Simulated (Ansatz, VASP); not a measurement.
One calculation of Pt, two programs

```
CELL_PARAMETERS angstrom
2.93551 0.00000 0.00000
-1.46775 2.54222 0.00000
0.00000 0.00000 4.91450
ATOMIC_POSITIONS crystal
Pt 0.33333 0.66667 0.25000
Pt 0.66667 0.33333 0.75000
```

Alike in both runs: functional PBE; k mesh 17 × 17 × 9; occupations fermi-dirac, width 0.05 eV; no spin polarisation.

Ansatz relaxed the structure, and its values are those at the end. VASP's run is a single point on that final structure, the one shown.

|  | VASP | Ansatz |
| --- | --- | --- |
| version | VASP 6.6.1 | Ansatz 0.2.0 |
| potentials or method | VASP PAW PBE potentials, release 64 (Pt), cutoff 520 eV | all-electron LAPW, non-relativistic |

Ansatz gave:

```
pressure (GPa) : 0.0
```

Estimate VASP's values.

pressure (GPa): -24.7.

Ansatz ran all-electron here, and VASP with PAW potentials.

Neither program's run includes spin-orbit coupling.
